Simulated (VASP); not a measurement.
# Cu3Mo (P-6m2) in VASP: further runs

Runs on Cu3Mo. Level: PBE. Tasks: single point, relaxation of cell and atoms.

Everything below comes from runs of VASP 6.6.1. Logs are shortened: lines on timing, memory, paths and dates and some standing lists are left out, and cuts for length are marked.

### Step 1. The cell of the first run

Symmetry: P-6m2, No. 187, hexagonal system. The conventional cell has a = 2.639 Å, b = 2.639 Å, c = 8.698 Å, α = 90.00°, β = 90.00°, γ = 120.00°. Cu (site symmetry -6m2) has 12 Cu at 2.58 to 2.64 Å within 3.4 Å. Within 3.4 Å of Cu (site symmetry 3m) lie 9 Cu at 2.58 to 2.64 Å and 3 Mo at 2.73 Å. Within 3.5 Å of Mo (site symmetry -6m2) lie 6 Mo at 2.64 Å and 6 Cu at 2.73 Å.

The cell was built from a structure type or drawn by symmetry, and may not be a known phase.

### Step 2. Single point, PBE, collinear spin

File INCAR:

```
  PREC = Accurate
  ENCUT = 520
  EDIFF = 1E-7
  ISMEAR = 0
  SIGMA = 0.1
  LREAL = F
  LASPH = T
  NELM = 150
  ALGO = Fast
  ISIF = 2
  LWAVE = F
  LCHARG = T
  ISPIN = 2
  MAGMOM = 0 0 0 1
  LORBIT = 11
  LMAXMIX = 4
  GGA = PE
  LELF = T
  LVHAR = T
  NBANDS = 36
```

File KPOINTS:

```
Automatic mesh
0
Gamma
  6 6 2
```

File POSCAR:

```
Cu3Mo
1.0
    2.6387176596      0.0000000000      0.0000000000
   -1.3193588298      2.2851965266      0.0000000000
    0.0000000000      0.0000000000      8.6975776375
Cu Mo
3 1
Direct
    0.0000000000      0.0000000000      0.0000000000
    0.6666666667      0.3333333333      0.7608926105
    0.6666666667      0.3333333333      0.2391073895
    0.0000000000      0.0000000000      0.5000000000
```

Potentials or basis: VASP PAW PBE potentials, release 64 (Cu, Mo_sv).

On the command line:

```sh
cat potpaw_PBE.64/Cu/POTCAR potpaw_PBE.64/Mo_sv/POTCAR > POTCAR
mpirun -np 1 vasp_std > vasp.out
```

OUTCAR:

```text
PREC = Accurate
   ENCUT = 520
   EDIFF = 1E-7
   ISMEAR = 0
   LREAL = F
   LASPH = T
   NELM = 150
   ISIF = 2
   ISPIN = 2
   LORBIT = 11
   GGA = PE

 ion  position               nearest neighbor table
   1  0.000  0.000  0.000-   2 2.58   3 2.58   2 2.58   3 2.58   2 2.58   3 2.58
   2  0.667  0.333  0.761-   1 2.58   1 2.58   1 2.58   4 2.73   4 2.73   4 2.73
   3  0.667  0.333  0.239-   1 2.58   1 2.58   1 2.58   4 2.73   4 2.73   4 2.73
   4  0.000  0.000  0.500-   2 2.73   3 2.73   2 2.73   3 2.73   2 2.73   3 2.73

  LATTYP: Found a hexagonal cell.
 ALAT       =     2.6387176596
 C/A-ratio  =     3.2961380335

  Lattice vectors:

 A1 = (   2.6387176596,   0.0000000000,   0.0000000000)
 A2 = (  -1.3193588298,   2.2851965266,   0.0000000000)
 A3 = (   0.0000000000,   0.0000000000,   8.6975776375)

Analysis of symmetry for initial positions (statically):
=====================================================================
 Subroutine PRICEL returns:
 Original cell was already a primitive cell.

 Routine SETGRP: Setting up the symmetry group for a
 hexagonal supercell.

 Subroutine GETGRP returns: Found 12 space group operations
 (whereof 12 operations were pure point group operations)
 out of a pool of 24 trial point group operations.

The static configuration has the point symmetry D_3h.

Analysis of symmetry for dynamics (positions and initial velocities):
=====================================================================
 Subroutine PRICEL returns:
 Original cell was already a primitive cell.

 Routine SETGRP: Setting up the symmetry group for a
 hexagonal supercell.

 Subroutine GETGRP returns: Found 12 space group operations
 (whereof 12 operations were pure point group operations)
 out of a pool of 24 trial point group operations.

The dynamic configuration has the point symmetry D_3h.

Analysis of structural, dynamic, and magnetic symmetry:
=====================================================================
 Subroutine PRICEL returns:
 Original cell was already a primitive cell.

 Routine SETGRP: Setting up the symmetry group for a
 hexagonal supercell.

 Subroutine GETGRP returns: Found 12 space group operations
 (whereof 12 operations were pure point group operations)
 out of a pool of 24 trial point group operations.

The overall configuration has the point symmetry D_3h.

 Subroutine INISYM returns: Found 12 space group operations
 (whereof 12 operations are pure point group operations),
 and found     1 'primitive' translations

----------------------------------------------------------------------------------------

                                     Primitive cell

  volume of cell :      52.4463

  direct lattice vectors                    reciprocal lattice vectors
     2.638717660  0.000000000  0.000000000     0.378971959  0.218799562  0.000000000
    -1.319358830  2.285196527  0.000000000     0.000000000  0.437599125  0.000000000
     0.000000000  0.000000000  8.697577638     0.000000000  0.000000000  0.114974541

  length of vectors
     2.638717660  2.638717660  8.697577638     0.437599125  0.437599125  0.114974541

  position of ions in fractional coordinates (direct lattice)
     0.000000000  0.000000000  0.000000000
     0.666666667  0.333333333  0.760892611
     0.666666667  0.333333333  0.239107389
     0.000000000  0.000000000  0.500000000

  ion indices of the primitive-cell ions
   primitive index   ion index
                 1           1
                 2           2
                 3           3
                 4           4

----------------------------------------------------------------------------------------

 KPOINTS: Automatic mesh

Automatic generation of k-mesh.
 Grid dimensions read from file:
 generate k-points for:    6    6    2

 Generating k-lattice:

  Cartesian coordinates                     Fractional coordinates (reciprocal lattice)
     0.063161993  0.036466594  0.000000000     0.166666667 -0.000000000  0.000000000
     0.000000000  0.072933187  0.000000000     0.000000000  0.166666667  0.000000000
     0.000000000  0.000000000  0.057487271     0.000000000  0.000000000  0.500000000

  Length of vectors
     0.072933187  0.072933187  0.057487271

  Shift w.r.t. Gamma in fractional coordinates (k-lattice)
     0.000000000  0.000000000  0.000000000

 Subroutine IBZKPT returns following result:
 ===========================================

 Found     14 irreducible k-points:

 Following reciprocal coordinates:
            Coordinates               Weight
  0.000000  0.000000  0.000000      1.000000
  0.166667  0.000000  0.000000      6.000000
  0.333333  0.000000  0.000000      6.000000
  0.500000  0.000000  0.000000      3.000000
  0.166667  0.166667  0.000000      6.000000
  0.333333  0.166667  0.000000     12.000000
  0.333333  0.333333  0.000000      2.000000
  0.000000  0.000000  0.500000      1.000000
  0.166667  0.000000  0.500000      6.000000
  0.333333  0.000000  0.500000      6.000000
  0.500000  0.000000  0.500000      3.000000
  0.166667  0.166667  0.500000      6.000000
  0.333333  0.166667  0.500000     12.000000
  0.333333  0.333333  0.500000      2.000000
   k-points           NKPTS =     14   k-points in BZ     NKDIM =     14   number of bands    NBANDS=     36
   number of dos      NEDOS =    301   number of ions     NIONS =      4
   total plane-waves  NPLWV =  28000
   dimension x,y,z NGX =    20 NGY =   20 NGZ =   70
   dimension x,y,z NGXF=    40 NGYF=   40 NGZF=  140
   ions per type =               3   1
   NGX,Y,Z   is equivalent  to a cutoff of  12.60, 12.60, 13.38 a.u.
   NGXF,Y,Z  is equivalent  to a cutoff of  25.20, 25.20, 26.76 a.u.
 SYSTEM =  unknown system
   PREC   = accura    normal or accurate (medium, high low for compatibility)
   ISTART =      0    job   : 0-new  1-cont  2-samecut
   ICHARG =      2    charge: 1-file 2-atom 10-const
   ISPIN  =      2    spin polarized calculation?
   LNONCOLLINEAR =      F non collinear calculations
   LSORBIT =      F    spin-orbit coupling
   LASPH  =      T    aspherical Exc in radial PAW
   ENCUT  =  520.0 eV  38.22 Ry    6.18 a.u.   4.91  4.91 16.17*2*pi/ulx,y,z
   NELM   =    150;   NELMIN=  2; NELMDL= -5     # of ELM steps
   EDIFF  = 0.1E-06   stopping-criterion for ELM
   LREAL  =      F    real-space projection
   EDIFFG = 0.1E-05   stopping-criterion for IOM
   NSW    =      0    number of steps for IOM
   IBRION =     -1    ionic relax: 0-MD 1-quasi-New 2-CG
   NFREE  =      0    steps in history (QN), initial steepest desc. (CG)
   ISIF   =      2    stress and relaxation
   ISYM   =      2    0-nonsym 1-usesym 2-fastsym
   POTIM  = 0.5000    time-step for ionic-motion
   TEBEG  =    0.0;   TEEND  =   0.0 temperature during run
   PSTRESS=    0.0 pullay stress
   NELECT =      47.0000    total number of electrons
   NUPDOWN=      -1.0000    fix difference up-down
   EMIN   =  10.00;   EMAX   =-10.00  energy-range for DOS
   EFERMI =   0.00;   METHOD = LEGACY
   ISMEAR =     0;   SIGMA  =   0.10  broadening in eV -4-tet -1-fermi 0-gaus
   EFERMI_NEDOS =   21; number of points for ismear=-14 and -15
   IALGO  =     68    algorithm
   IMIX   =      4    mixing-type and parameters
     AMIX     =   0.40;   BMIX     =  1.00
     AMIX_MAG =   1.60;   BMIX_MAG =  1.00
  volume/ion in A,a.u.               =      13.11        88.48
  Fermi-wavevector in a.u.,A,eV,Ry     =   1.578347  2.982644 33.894556  2.491180
  Thomas-Fermi vector in A             =   2.678892
   LORBIT       =     11    0 simple, 1 ext, 2 COOP (PROOUT), +10 PAW based schemes
   GGA     = PE    functional components
   LHFCALC =     F    Hartree Fock is set to
   AEXX    =    0.0000 exact exchange contribution
   IVDW    =     0    specifies the selected vdW correction
   LEPSILON=     F    determine dielectric tensor
   LRPA    =     F    only Hartree local field effects (RPA)
 spin polarized calculation
 RMM-DIIS sequential band-by-band and
 Gauss-broadening in eV      SIGMA  =   0.10
  energy-cutoff  :      520.00
  volume of cell :       52.45
 maximum number of plane-waves:      1455
 NGX is ok and might be reduce to    20
   NGX =  9   NGY =  9   NGZ = 33

 number of electron      46.9999999 magnetization      -0.0003359

 number of electron      46.9999999 magnetization       0.0001592

 Free energy of the ion-electron system (eV)
  ---------------------------------------------------
  ext. energy  EPLUGINS =         0.00000000
  ---------------------------------------------------
  free energy    TOTEN  =       -21.23878649 eV

  energy without entropy =      -21.22040345  energy(sigma->0) =      -21.22959497

 E-fermi :   8.7481     XC(G=0): -12.7574

 val. band max:        8.7138045339   @ k =   0.5000   0.0000   0.5000
 cond. band min:       8.7778971034   @ k =   0.1667   0.0000   0.5000
 fundamental gap:      0.0640925695
 Fermi energy:         8.7480808603

 spin component 1

 k-point     1 :       0.0000    0.0000    0.0000
  band No.  band energies     occupation
      1     -52.6609      1.00000
      2     -26.7467      1.00000
      3     -25.7291      1.00000
      4     -25.7291      1.00000
      5       0.1335      1.00000
      6       2.0650      1.00000
[... 521 lines left out ...]
     34      18.5970      0.00000
     35      19.2202      0.00000
 Fermi energy:         8.7480808603

 spin component 2

 k-point     1 :       0.0000    0.0000    0.0000
  band No.  band energies     occupation
      1     -52.6608      1.00000
      2     -26.7467      1.00000
      3     -25.7290      1.00000
      4     -25.7290      1.00000
      5       0.1335      1.00000
      6       2.0650      1.00000
[... 521 lines left out ...]
     34      18.5970      0.00000
     35      19.2203      0.00000
 [bands above 35 left out]

------------------------ aborting loop because EDIFF is reached ----------------------------------------

  FORCE on cell =-STRESS in cart. coord.  units (eV):
  Direction    XX          YY          ZZ          XY          YZ          ZX
  --------------------------------------------------------------------------------------
  -------------------------------------------------------------------------------------
  Total        0.2232135      0.2232135      0.3993565      0.0000000      0.0000000      0.0000000
  in kB        6.8189308      6.8189308     12.1999073      0.0000000      0.0000000      0.0000000
  external PRESSURE =       8.6125896 kB  Pullay stress =       0.0000000 kB

 VOLUME and BASIS-vectors are now :
 -----------------------------------------------------------------------------
  energy-cutoff  :      520.00
  volume of cell :       52.45
      direct lattice vectors                 reciprocal lattice vectors
     2.638717660  0.000000000  0.000000000     0.378971959  0.218799562  0.000000000
    -1.319358830  2.285196527  0.000000000     0.000000000  0.437599125  0.000000000
     0.000000000  0.000000000  8.697577638     0.000000000  0.000000000  0.114974541

 POSITION                                       TOTAL-FORCE (eV/Angst)
 -----------------------------------------------------------------------------------
      0.00000      0.00000      0.00000        -0.000000      0.000000      0.000000
      1.31936      0.76173      6.61792        -0.000000     -0.000000      0.005752
      1.31936      0.76173      2.07966        -0.000000      0.000000     -0.005752
      0.00000      0.00000      4.34879         0.000000      0.000000      0.000000
 -----------------------------------------------------------------------------------
    total drift:                                0.000003     -0.000002      0.000000

  FREE ENERGIE OF THE ION-ELECTRON SYSTEM (eV)
  ---------------------------------------------------
  free  energy   TOTEN  =       -21.2387864877 eV

  energy  without entropy=      -21.2204034452  energy(sigma->0) =      -21.22959497

 total charge

# of ion       s       p       d       tot
------------------------------------------
    1        0.430   0.348   9.169   9.948
    2        0.443   0.394   9.136   9.973
    3        0.443   0.394   9.136   9.973
    4        2.397   6.158   4.057  12.613
--------------------------------------------------
tot          3.714   7.294  31.499  42.507

 magnetization (x)

# of ion       s       p       d       tot
------------------------------------------
    1       -0.000  -0.000   0.000   0.000
    2       -0.000   0.000   0.000   0.000
    3       -0.000   0.000   0.000   0.000
    4        0.000   0.000   0.000   0.000
--------------------------------------------------
tot          0.000   0.000   0.000   0.000
```

Run time: 62 s. Hardware: 1 thread of AMD EPYC 9R45 (Zen 5), shared host; peak memory 0.18 GiB.

What came out:

```yaml
Free_energy: -21.2388 eV
Pressure: 0.9 GPa
Largest_force: 0.006 eV/Å
Net_moment: 0.00 μB per cell
Valence_electrons_inside_the_program's_atomic_spheres: Cu 9.95, 9.97 (each value once); Mo 12.61
```

Forces on the atoms (eV/Å):
```
Cu   0.000  0.000  0.000
Cu   0.000  0.000  0.006
Cu   0.000  0.000 -0.006
Mo   0.000  0.000  0.000
```

Levels at points of the mesh, in eV from the Fermi level:
Spin up:
| k point | band 21 | band 22 | band 23 | band 24 | band 25 | band 26 |
| --- | --- | --- | --- | --- | --- | --- |
| (0.00, 0.00, 0.00) | -2.18 | -1.67 | -1.67 | -0.95 | -0.95 | -0.41 |
| (0.50, 0.00, 0.00) | -1.38 | -0.81 | 0.71 | 0.81 | 1.35 | 1.70 |
| (0.00, 0.00, 0.50) | -2.13 | -1.76 | -1.71 | -1.71 | -0.94 | -0.94 |
| (0.50, 0.00, 0.50) | -1.38 | -0.81 | -0.03 | 1.28 | 1.33 | 1.55 |
Spin down:
| k point | band 20 | band 21 | band 22 | band 23 | band 24 | band 25 | band 26 | band 27 |
| --- | --- | --- | --- | --- | --- | --- | --- | --- |
| (0.00, 0.00, 0.00) | -2.18 | -2.18 | -1.67 | -1.67 | -0.95 | -0.95 | -0.41 | 2.50 |
| (0.50, 0.00, 0.00) | -1.70 | -1.38 | -0.81 | 0.71 | 0.81 | 1.35 | 1.70 | 3.43 |
| (0.00, 0.00, 0.50) | -2.13 | -2.13 | -1.76 | -1.71 | -1.71 | -0.94 | -0.94 | 2.50 |
| (0.50, 0.00, 0.50) | -1.46 | -1.38 | -0.81 | -0.03 | 1.28 | 1.33 | 1.55 | 4.02 |

Caveat: the k points lie up to 0.46 Å⁻¹ apart.

[end of part 1 of 2]
